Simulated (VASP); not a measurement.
# WC (Fm-3m) in VASP: vibrations by perturbation theory with PBEsol

Aim: the vibrations by perturbation theory of WC with PBEsol.

Program: VASP 6.6.1. These are calculated values, not measurements. Logs are shortened: lines on timing, memory, paths and dates and some standing lists are left out, and cuts for length are marked.

### 1 The cell of the first run

The structure is cubic, space group Fm-3m (No. 225). Conventional cell: a = 4.385 Å, b = 4.385 Å, c = 4.385 Å, α = 90.00°, β = 90.00°, γ = 90.00°. W (site symmetry m-3m) has 6 C at 2.19 Å within 2.9 Å. Within 2.9 Å of C (site symmetry m-3m) lie 6 W at 2.19 Å.

### 2 Vibrations by perturbation theory, PBEsol

Contents of INCAR:

```
PREC = Accurate
ENCUT = 520
EDIFF = 1E-8
ISMEAR = -1
SIGMA = 0.1
LREAL = False
LASPH = True
NELM = 80
ALGO = Normal
ISIF = 2
LWAVE = False
LCHARG = False
GGA = PS
NBANDS = 16
IBRION = 8
NSW = 1
```

Contents of KPOINTS:

```
regular mesh
0
Gamma
  12 12 12
```

Contents of POSCAR:

```
WC
1.0
    0.0000000000      2.1926840000      2.1926840000
    2.1926840000      0.0000000000      2.1926840000
    2.1926840000      2.1926840000      0.0000000000
W C
1 1
Direct
    0.0000000000      0.0000000000      0.0000000000
    0.5000000000      0.5000000000      0.5000000000
```

Potentials or basis: VASP PAW PBE potentials, release 64 (W_sv, C).

The run is started by

```
> cat potpaw_PBE.64/W_sv/POTCAR potpaw_PBE.64/C/POTCAR > POTCAR
> mpirun -np 1 vasp_std > vasp.out
```

OUTCAR:

```text
PREC = Accurate
   ENCUT = 520
   EDIFF = 1E-8
   ISMEAR = -1
   LREAL = False
   LASPH = True
   NELM = 80
   ISIF = 2
   GGA = PS
   IBRION = 8
   NSW = 1

 ion  position               nearest neighbor table
   1  0.000  0.000  0.000-   2 2.19   2 2.19   2 2.19   2 2.19   2 2.19   2 2.19
   2  0.500  0.500  0.500-   1 2.19   1 2.19   1 2.19   1 2.19   1 2.19   1 2.19

  LATTYP: Found a face centered cubic cell.
 ALAT       =     4.3853680000

  Lattice vectors:

 A1 = (   0.0000000000,   2.1926840000,   2.1926840000)
 A2 = (   2.1926840000,   0.0000000000,   2.1926840000)
 A3 = (   2.1926840000,   2.1926840000,   0.0000000000)

Analysis of symmetry for initial positions (statically):
=====================================================================
 Subroutine PRICEL returns:
 Original cell was already a primitive cell.

 Routine SETGRP: Setting up the symmetry group for a
 face centered cubic supercell.

 Subroutine GETGRP returns: Found 48 space group operations
 (whereof 48 operations were pure point group operations)
 out of a pool of 48 trial point group operations.

The static configuration has the point symmetry O_h .

Analysis of symmetry for dynamics (positions and initial velocities):
=====================================================================
 Subroutine PRICEL returns:
 Original cell was already a primitive cell.

 Routine SETGRP: Setting up the symmetry group for a
 face centered cubic supercell.

 Subroutine GETGRP returns: Found 48 space group operations
 (whereof 48 operations were pure point group operations)
 out of a pool of 48 trial point group operations.

The dynamic configuration has the point symmetry O_h .

 Subroutine INISYM returns: Found 48 space group operations
 (whereof 48 operations are pure point group operations),
 and found     1 'primitive' translations

----------------------------------------------------------------------------------------

                                     Primitive cell

  volume of cell :      21.0842

  direct lattice vectors                    reciprocal lattice vectors
     0.000000000  2.192684000  2.192684000    -0.228031034  0.228031034  0.228031034
     2.192684000  0.000000000  2.192684000     0.228031034 -0.228031034  0.228031034
     2.192684000  2.192684000  0.000000000     0.228031034  0.228031034 -0.228031034

  length of vectors
     3.100923451  3.100923451  3.100923451     0.394961337  0.394961337  0.394961337

  position of ions in fractional coordinates (direct lattice)
     0.000000000  0.000000000  0.000000000
     0.500000000  0.500000000  0.500000000

  ion indices of the primitive-cell ions
   primitive index   ion index
                 1           1
                 2           2

----------------------------------------------------------------------------------------

 KPOINTS: regular mesh

Automatic generation of k-mesh.
 Grid dimensions read from file:
 generate k-points for:   12   12   12

 Generating k-lattice:

  Cartesian coordinates                     Fractional coordinates (reciprocal lattice)
    -0.019002586  0.019002586  0.019002586     0.083333333  0.000000000  0.000000000
     0.019002586 -0.019002586  0.019002586     0.000000000  0.083333333  0.000000000
     0.019002586  0.019002586 -0.019002586     0.000000000  0.000000000  0.083333333

  Length of vectors
     0.032913445  0.032913445  0.032913445

  Shift w.r.t. Gamma in fractional coordinates (k-lattice)
     0.000000000  0.000000000  0.000000000

[... 67 lines left out ...]
   IALGO  =     38    algorithm
   IMIX   =      4    mixing-type and parameters
     AMIX     =   0.40;   BMIX     =  1.00
     AMIX_MAG =   1.60;   BMIX_MAG =  1.00
  volume/ion in A,a.u.               =      10.54        71.14
  Fermi-wavevector in a.u.,A,eV,Ry     =   1.553029  2.934800 32.815887  2.411900
  Thomas-Fermi vector in A             =   2.657319
   LORBIT       =      0    0 simple, 1 ext, 2 COOP (PROOUT), +10 PAW based schemes
   GGA     = PS    functional components
   LHFCALC =     F    Hartree Fock is set to
   AEXX    =    0.0000 exact exchange contribution
   IVDW    =     0    specifies the selected vdW correction
   LEPSILON=     F    determine dielectric tensor
   LRPA    =     F    only Hartree local field effects (RPA)
 non-spin polarized calculation
  energy-cutoff  :      520.00
  volume of cell :       21.08
 maximum number of plane-waves:       588
   NGX = 11   NGY = 11   NGZ = 11

--------------------------------------- Ionic step        1  -------------------------------------------

 number of electron      18.0000001 magnetization

 Free energy of the ion-electron system (eV)
  ---------------------------------------------------
  ext. energy  EPLUGINS =         0.00000000
  ---------------------------------------------------
  free energy    TOTEN  =       -23.00237035 eV

  energy without entropy =      -22.97370658  energy(sigma->0) =      -22.98803846

 E-fermi :  12.2127     XC(G=0): -13.8425

 val. band max:       12.1518607839   @ k =  -0.3333   0.1667   0.0000
 cond. band min:      12.2511104691   @ k =  -0.2500   0.3333   0.0833
 fundamental gap:      0.0992496852
 Fermi energy:        12.2127293070

 k-point     1 :       0.0000    0.0000    0.0000
  band No.  band energies     occupation
      1     -63.1273      2.00000
      2     -27.1230      2.00000
      3     -27.1230      2.00000
      4     -27.1230      2.00000
      5      -3.5261      2.00000
      6       9.4885      2.00000
[... 433 lines left out ...]
      3     -27.2968      2.00000
      4     -27.2109      2.00000
      5       0.5533      2.00000
      6       3.2291      2.00000
[... 8 lines left out ...]
     15      24.4478      0.00000
     16      25.4885      0.00000

 [... further k-points ...]
[... 5 lines left out ...]
  --------------------------------------------------------------------------------------
  -------------------------------------------------------------------------------------
  Total       -1.1948720     -1.1948720     -1.1948720     -0.0000000     -0.0000000      0.0000000
  in kB      -90.7974841    -90.7974841    -90.7974841     -0.0000000     -0.0000000      0.0000000
  external PRESSURE =     -90.7974841 kB  Pullay stress =       0.0000000 kB

 VOLUME and BASIS-vectors are now :
 -----------------------------------------------------------------------------
  energy-cutoff  :      520.00
  volume of cell :       21.08
      direct lattice vectors                 reciprocal lattice vectors
     0.000000000  2.192684000  2.192684000    -0.228031034  0.228031034  0.228031034
     2.192684000  0.000000000  2.192684000     0.228031034 -0.228031034  0.228031034
     2.192684000  2.192684000  0.000000000     0.228031034  0.228031034 -0.228031034

 POSITION                                       TOTAL-FORCE (eV/Angst)
 -----------------------------------------------------------------------------------
      0.00000      0.00000      0.00000         0.000000      0.000000      0.000000
      2.19268      2.19268      2.19268         0.000000     -0.000000     -0.000000
 -----------------------------------------------------------------------------------
    total drift:                                0.000000     -0.000000     -0.000000

  FREE ENERGIE OF THE ION-ELECTRON SYSTEM (eV)
  ---------------------------------------------------
  free  energy   TOTEN  =       -23.0023703534 eV

  energy  without entropy=      -22.9737065762  energy(sigma->0) =      -22.98803846

[... ionic steps 2 to 3 ...]

--------------------------------------- Ionic step        4  -------------------------------------------

------------------------ aborting loop because EDIFF is reached ----------------------------------------

[... ionic steps 5 to 6 ...]

--------------------------------------- Ionic step        7  -------------------------------------------

 Free energy of the ion-electron system (eV)
  ---------------------------------------------------
  ---------------------------------------------------
  free energy    TOTEN  =        -0.12086136 eV

  energy without entropy =       -0.12086136

------------------------ aborting loop because EDIFF is reached ----------------------------------------

 INTERNAL STRAIN TENSOR  FOR ION    2  DIRECTION 1   (eV/Angst):
 -----------------------------------------------------------------------------
     0.00023  0.00000  0.00000
    -0.00000  0.00359  0.00000
     0.00000  0.00000  0.00359

 INTERNAL STRAIN TENSOR FOR ION    2 for displacements in x,y,z  (eV/Angst):
          X           Y           Z          XY          YZ          ZX
  --------------------------------------------------------------------------------
  x     0.00000     0.00000     0.00000     0.00000     0.00000     0.00000
  y     0.00000     0.00000     0.00000     0.00000     0.00000     0.00000
  z     0.00000     0.00000     0.00000     0.00000     0.00000     0.00000

 SECOND DERIVATIVES (NOT SYMMETRIZED)
 ------------------------------------
               1X          1Y          1Z          2X          2Y          2Z
  1X    -6.651825    0.000000    0.000000    6.651825    0.000000    0.000000
  1Y     0.000000   -6.651825    0.000000    0.000000    6.651825    0.000000
  1Z     0.000000    0.000000   -6.651825    0.000000    0.000000    6.651825
  2X     6.662231    0.000000    0.000000   -6.662231    0.000000    0.000000
  2Y     0.000000    6.662231    0.000000    0.000000   -6.662231    0.000000
  2Z     0.000000    0.000000    6.662231    0.000000    0.000000   -6.662231

 Eigenvectors and eigenvalues of the dynamical matrix
 ----------------------------------------------------

   1 f  =   12.016897 THz    75.504393 2PiTHz  400.840552 cm-1    49.697872 meV
             X         Y         Z           dx          dy          dz
      0.000000  0.000000  0.000000    -0.174977   -0.174977   -0.000000
      2.192684  2.192684  2.192684     0.685115    0.685115   -0.000000
[... 21 lines left out ...]
   6 f/i=    0.002252 THz     0.014149 2PiTHz    0.075115 cm-1     0.009313 meV
             X         Y         Z           dx          dy          dz
      0.000000  0.000000  0.000000    -0.003429   -0.317775   -0.915299
      2.192684  2.192684  2.192684    -0.000876   -0.081159   -0.233766

--------------------------------------------------------------------------------------------------------

 ELASTIC MODULI CONTR FROM IONIC RELAXATION (kBar)
 Direction    XX          YY          ZZ          XY          YZ          ZX
 --------------------------------------------------------------------------------
 XX           0.0000      0.0000      0.0000      0.0000      0.0000      0.0000
 YY           0.0000      0.0000      0.0000      0.0000      0.0000      0.0000
 ZZ           0.0000      0.0000      0.0000      0.0000      0.0000      0.0000
 XY           0.0000      0.0000      0.0000      0.0000      0.0000      0.0000
 YZ           0.0000      0.0000      0.0000      0.0000      0.0000      0.0000
 ZX           0.0000      0.0000      0.0000      0.0000      0.0000      0.0000
 --------------------------------------------------------------------------------
```

Run time: 2.5 min. Hardware: 1 thread of AMD EPYC 7R13 (Zen 3), shared host; peak memory 0.22 GiB.

Results:

```
Highest phonon frequency at Γ : 401 cm⁻¹
```

Phonon frequencies in cm⁻¹ (negative: imaginary):
```csv
q point,frequencies
"(0.000, 0.000, 0.000)",0 0 0 401 401 401
```

Caveat: the cell stands under pressure or tension, which shifts response properties; the PAW data sets were made with another functional, which shifts forces and pressure a little; spin-orbit coupling is left out, which moves the levels of the heavy elements.
